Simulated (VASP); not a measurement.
# TaTl (P6/mmm) in VASP: notebook, part 2 of 2

VASP 6.6.1.

### Step 3. Single point, PBE

This run uses another cell than the first one, of 24.51 Å³/atom, 1.122 times its volume.

Input file INCAR:

```
  PREC = Accurate
  ENCUT = 520
  EDIFF = 1E-7
  ISMEAR = 0
  SIGMA = 0.1
  LREAL = F
  LASPH = T
  NELM = 100
  ALGO = Fast
  ISIF = 2
  LWAVE = F
  LCHARG = T
  GGA = PE
  LELF = T
  LVHAR = T
  NBANDS = 45
```

Input file KPOINTS:

```
regular mesh
0
Gamma
  6 6 4
```

Input file POSCAR:

```
TaTl
1.0
    5.7833106617      0.0000000000      0.0000000000
   -2.8916553308      5.0084939510      0.0000000000
    0.0000000000      0.0000000000      5.0763240109
Ta Tl
3 3
Direct
    0.5000000000      0.0000000000      0.0000000000
    0.5000000000      0.5000000000      0.0000000000
    0.0000000000      0.5000000000      0.0000000000
    0.0000000000      0.0000000000      0.0000000000
    0.3333333333      0.6666666667      0.5000000000
    0.6666666667      0.3333333333      0.5000000000
```

Potentials or basis: VASP PAW PBE potentials, release 64 (Ta_pv, Tl_d).

On the command line:

```
> cat potpaw_PBE.64/Ta_pv/POTCAR potpaw_PBE.64/Tl_d/POTCAR > POTCAR
> mpirun -np 1 vasp_std > vasp.out
```

OUTCAR:

```text
PREC = Accurate
   ENCUT = 520
   EDIFF = 1E-7
   ISMEAR = 0
   LREAL = F
   LASPH = T
   NELM = 100
   ISIF = 2
   GGA = PE

 ion  position               nearest neighbor table
   1  0.500  0.000  0.000-   2 2.89   2 2.89   4 2.89   4 2.89   3 2.89   3 2.89   6 3.04   5 3.04
                             6 3.04   5 3.04
   2  0.500  0.500  0.000-   1 2.89   1 2.89   3 2.89   3 2.89   4 2.89   4 2.89   6 3.04   5 3.04
                             6 3.04   5 3.04
   3  0.000  0.500  0.000-   4 2.89   4 2.89   2 2.89   2 2.89   1 2.89   1 2.89   6 3.04   5 3.04
                             6 3.04   5 3.04
   4  0.000  0.000  0.000-   3 2.89   3 2.89   1 2.89   1 2.89   2 2.89   2 2.89
   5  0.333  0.667  0.500-   1 3.04   1 3.04   3 3.04   3 3.04   2 3.04   2 3.04   6 3.34   6 3.34
                             6 3.34
   6  0.667  0.333  0.500-   1 3.04   1 3.04   3 3.04   3 3.04   2 3.04   2 3.04   5 3.34   5 3.34
                             5 3.34

  LATTYP: Found a hexagonal cell.
 ALAT       =     5.7833106617
 C/A-ratio  =     0.8777539904

  Lattice vectors:

 A1 = (   5.7833106617,   0.0000000000,   0.0000000000)
 A2 = (  -2.8916553308,   5.0084939510,   0.0000000000)
 A3 = (   0.0000000000,   0.0000000000,   5.0763240109)

Analysis of symmetry for initial positions (statically):
=====================================================================
 Subroutine PRICEL returns:
 Original cell was already a primitive cell.

 Routine SETGRP: Setting up the symmetry group for a
 hexagonal supercell.

 Subroutine GETGRP returns: Found 24 space group operations
 (whereof 24 operations were pure point group operations)
 out of a pool of 24 trial point group operations.

The static configuration has the point symmetry D_6h.

Analysis of symmetry for dynamics (positions and initial velocities):
=====================================================================
 Subroutine PRICEL returns:
 Original cell was already a primitive cell.

 Routine SETGRP: Setting up the symmetry group for a
 hexagonal supercell.

 Subroutine GETGRP returns: Found 24 space group operations
[... 132 lines left out ...]
   GGA     = PE    functional components
   LHFCALC =     F    Hartree Fock is set to
   AEXX    =    0.0000 exact exchange contribution
   IVDW    =     0    specifies the selected vdW correction
   LEPSILON=     F    determine dielectric tensor
   LRPA    =     F    only Hartree local field effects (RPA)
 non-spin polarized calculation
 RMM-DIIS sequential band-by-band and
 Gauss-broadening in eV      SIGMA  =   0.10
  energy-cutoff  :      520.00
  volume of cell :      147.04
 maximum number of plane-waves:      3990
 NGX is ok and might be reduce to    48
   NGX = 21   NGY = 21   NGZ = 19

 number of electron      72.0000008 magnetization

 Free energy of the ion-electron system (eV)
  ---------------------------------------------------
  ext. energy  EPLUGINS =         0.00000000
  ---------------------------------------------------
  free energy    TOTEN  =       -38.71669572 eV

  energy without entropy =      -38.68914112  energy(sigma->0) =      -38.70291842

 E-fermi :   5.5881     XC(G=0): -10.7638

 val. band max:        5.5745060635   @ k =   0.5000   0.0000   0.5000
 cond. band min:       5.5966402382   @ k =   0.1667   0.1667   0.5000
 fundamental gap:      0.0221341747
 Fermi energy:         5.5880683387

 k-point     1 :       0.0000    0.0000    0.0000
  band No.  band energies     occupation
      1     -29.1971      2.00000
      2     -28.9900      2.00000
      3     -28.9826      2.00000
      4     -28.9826      2.00000
      5     -28.8731      2.00000
      6     -28.8731      2.00000
[... 997 lines left out ...]
     44       7.6211      0.00000
     45       9.2601      0.00000

------------------------ aborting loop because EDIFF is reached ----------------------------------------

  FORCE on cell =-STRESS in cart. coord.  units (eV):
  Direction    XX          YY          ZZ          XY          YZ          ZX
  --------------------------------------------------------------------------------------
  -------------------------------------------------------------------------------------
  Total       -0.0723498     -0.0723498     -0.1689651     -0.0000000      0.0000000      0.0000000
  in kB       -0.7883422     -0.7883422     -1.8410879     -0.0000000      0.0000000      0.0000000
  external PRESSURE =      -1.1392575 kB  Pullay stress =       0.0000000 kB

 VOLUME and BASIS-vectors are now :
 -----------------------------------------------------------------------------
  energy-cutoff  :      520.00
  volume of cell :      147.04
      direct lattice vectors                 reciprocal lattice vectors
     5.783310662  0.000000000  0.000000000     0.172911341  0.099830409  0.000000000
    -2.891655331  5.008493951  0.000000000     0.000000000  0.199660818  0.000000000
     0.000000000  0.000000000  5.076324011     0.000000000  0.000000000  0.196992942

 POSITION                                       TOTAL-FORCE (eV/Angst)
 -----------------------------------------------------------------------------------
      2.89166      0.00000      0.00000        -0.000000      0.000000      0.000000
      1.44583      2.50425      0.00000        -0.000000      0.000000      0.000000
     -1.44583      2.50425      0.00000        -0.000000      0.000000      0.000000
      0.00000      0.00000      0.00000        -0.000000      0.000000      0.000000
     -0.00000      3.33900      2.53816         0.000000      0.000000      0.000000
      2.89166      1.66950      2.53816        -0.000000      0.000000     -0.000000
 -----------------------------------------------------------------------------------
    total drift:                               -0.000000      0.000000      0.000000

  FREE ENERGIE OF THE ION-ELECTRON SYSTEM (eV)
  ---------------------------------------------------
  free  energy   TOTEN  =       -38.7166957179 eV

  energy  without entropy=      -38.6891411168  energy(sigma->0) =      -38.70291842
```

OSZICAR:

```text
N       E                     dE             d eps       ncg     rms          rms(c)
DAV:   1     0.588386495309E+03    0.58839E+03   -0.39384E+04  1898   0.156E+03
DAV:   2    -0.156238193190E+02   -0.60401E+03   -0.59278E+03  2059   0.426E+02
DAV:   3    -0.399947426561E+02   -0.24371E+02   -0.23802E+02  2254   0.756E+01
DAV:   4    -0.405197529186E+02   -0.52501E+00   -0.52098E+00  2274   0.959E+00
DAV:   5    -0.405306388423E+02   -0.10886E-01   -0.10874E-01  2308   0.135E+00    0.199E+01
RMM:   6    -0.390746943423E+02    0.14559E+01   -0.15963E+00  1909   0.645E+00    0.103E+01
RMM:   7    -0.387177108663E+02    0.35698E+00   -0.18673E+00  2119   0.627E+00    0.199E+00
RMM:   8    -0.387129843164E+02    0.47265E-02   -0.15348E-01  2195   0.178E+00    0.742E-01
RMM:   9    -0.387161441281E+02   -0.31598E-02   -0.35968E-02  2332   0.704E-01    0.294E-01
RMM:  10    -0.387164855452E+02   -0.34142E-03   -0.57267E-03  2224   0.318E-01    0.147E-01
RMM:  11    -0.387166508710E+02   -0.16533E-03   -0.18560E-03  2447   0.142E-01    0.408E-02
RMM:  12    -0.387166884020E+02   -0.37531E-04   -0.30001E-04  2417   0.654E-02    0.813E-03
RMM:  13    -0.387166937362E+02   -0.53342E-05   -0.66871E-05  2435   0.261E-02    0.789E-03
RMM:  14    -0.387166952051E+02   -0.14689E-05   -0.11541E-05  2497   0.124E-02    0.231E-03
RMM:  15    -0.387166956706E+02   -0.46545E-06   -0.29950E-06  2085   0.507E-03    0.975E-04
RMM:  16    -0.387166957179E+02   -0.47319E-07   -0.53805E-07  1738   0.207E-03
   1 F= -.38716696E+02 E0= -.38702918E+02  d E =-.275546E-01
```

stdout:

```text
POSCAR found type information on POSCAR TaTl
 POSCAR found :  2 types and       6 ions
 scaLAPACK will be used
 LDA part: xc-table for (Slater+PW92), standard interpolation
 POSCAR, INCAR and KPOINTS ok, starting setup
 FFT: planning ... GRIDC
 FFT: planning ... GRID_SOFT
 FFT: planning ... GRID
 WAVECAR not read
 entering main loop
```

Run time: 5 min. Hardware: 1 thread of Intel Xeon Platinum 8375C at 2.90GHz (Ice Lake), shared host; peak memory 0.35 GiB.

Results:

| Item | Value |
| --- | --- |
| Free energy | -38.7167 eV |
| Pressure | -0.1 GPa |
| Band gap on the k mesh | zero (band 36 reaches 6.09 eV, above the bottom of band 37 at 5.37 eV) |

Caveat: spin-orbit coupling is left out, which moves the levels of the heavy elements.
